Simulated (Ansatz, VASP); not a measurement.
BaTiO3 in VASP and in Ansatz

Contents of POSCAR:

```
BaTiO3
1.0
    4.1065345509      0.0000000000      0.0000000000
    0.0000000000      4.1065345509      0.0000000000
    0.0000000000      0.0000000000      3.7781387516
Ba Ti O
1 1 3
Direct
    0.0000000000      0.0000000000      0.0000000000
    0.5000000000      0.5000000000      0.5000000000
    0.5000000000      0.5000000000      0.0000000000
    0.5000000000      0.0000000000      0.5000000000
    0.0000000000      0.5000000000      0.5000000000
```

The input INCAR.step1:

```
SYSTEM = BaTiO3
PREC = Accurate
ENCUT = 520
ISMEAR = 0
SIGMA = 0.05
LREAL = .FALSE.
LASPH = .TRUE.
NELM = 100
NBANDS = 28
GGA = PE
ALGO = Normal
EDIFF = 1E-4
LWAVE = .TRUE.
LCHARG = .FALSE.
```

File INCAR.step2:

```
SYSTEM = BaTiO3
PREC = Accurate
ENCUT = 520
EDIFF = 1E-7
ISMEAR = 0
SIGMA = 0.05
LREAL = .FALSE.
LASPH = .TRUE.
NELM = 100
ALGO = Normal
ISIF = 2
LWAVE = .FALSE.
LCHARG = .TRUE.
METAGGA = R2SCAN
LMIXTAU = .TRUE.
LELF = .TRUE.
LVHAR = .TRUE.
NBANDS = 28
ISTART = 1
```

File KPOINTS:

```
regular mesh
0
G
  8 8 8
  0 0 0
```

Input for Ansatz:

```yaml
crystal:
  lattice:
    - [4.1065345509, 0.0, 0.0]
    - [0.0, 4.1065345509, 0.0]
    - [0.0, 0.0, 3.7781387516]
  atoms:
    - { symbol: Ba, position: [0.0, 0.0, 0.0] }
    - { symbol: Ti, position: [0.5, 0.5, 0.5] }
    - { symbol: O, position: [0.5, 0.5, 0.0] }
    - { symbol: O, position: [0.5, 0.0, 0.5] }
    - { symbol: O, position: [0.0, 0.5, 0.5] }
basis:
  ecutwfc: 500
kpoints:
  mp_grid: { grid: [8, 8, 8] }
hamiltonian:
  xc: r2scan
scf:
  occupations: { method: gaussian, width: 0.05 }
output:
  forces: true
  stress: true
  eigenvalues: true
```

Alike in both runs: task single point; functional r2SCAN; k mesh 8 × 8 × 8; occupations gaussian, width 0.05 eV; no spin polarisation.

|  | VASP | Ansatz |
| --- | --- | --- |
| version | VASP 6.6.1 | Ansatz 0.2.0 |
| potentials or method | VASP PAW PBE potentials, release 64 (Ba_sv, Ti_sv, O), cutoff 520 eV | scalar-relativistic, plane waves, PAW |
| valence electrons in the cell | 40 | 40 |

VASP gave:

* gap on the k mesh at the Fermi level (eV): 1.97
* least direct gap on the mesh (eV): 2.14
* pressure (GPa): 4.0
* traceless stress, the component that is largest in VASP (GPa): 13.22

Question: What did Ansatz give for the same quantities?

Answer: gap on the k mesh at the Fermi level (eV): 1.99; least direct gap on the mesh (eV): 2.13; pressure (GPa): 1.8; traceless stress, the component that is largest in VASP (GPa): 12.81.

VASP's potentials were made for PBE, not for r2SCAN.

Neither program's run includes spin-orbit coupling.
